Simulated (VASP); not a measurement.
Runs of VASP 6.6.1 on Ir. The structure is that of space group Fm-3m (No. 225), or close to it. The cells are those of the table. 

| potentials or basis | cell | cutoff (eV) | second run | gap on the mesh (eV) | pressure (GPa) |
| --- | --- | --- | --- | --- | --- |
| VASP PAW PBE potentials, release 64 (Ir) | a = 2.796 Å, angles 60.0°, 1 atom | 520 | - | none | (b) |
| VASP PAW PBE potentials, release 64 (Ir) | a = 2.735 Å, angles 60.0°, 1 atom | 520 | - | none | -9.8 |
| VASP PAW PBE potentials, release 64 (Ir_sv_GW) | a = 2.708 Å, angles 60.0°, 1 atom | 500 | valence_matched | none | -3.3 |
| VASP PAW PBE potentials, release 64 (Ir_sv_GW) | a = 2.681 Å, angles 60.0°, 1 atom | 500 | valence_matched | none | 9.3 |
| VASP PAW PBE potentials, release 64 (Ir) | a = 2.762 Å, angles 60.0°, 1 atom | 520 | - | none | (a) |

Alike in all rows: task single point; level PBEsol; no spin polarisation; k mesh 18 × 18 × 18; smearing gaussian 0.1 eV.

Task: Fill in the values left out.

Result: (a) -18.8; (b) -28.5.

Caveats: the PAW data sets were made with another functional, which shifts forces and pressure a little; spin-orbit coupling is left out, which moves the levels of the heavy elements.

A k mesh can miss the band edges, and the runs leave out spin-orbit coupling on Ir.

A gap of «none» marks levels without a gap at the run's occupations.

The runs don't all hold the same shells in valence.
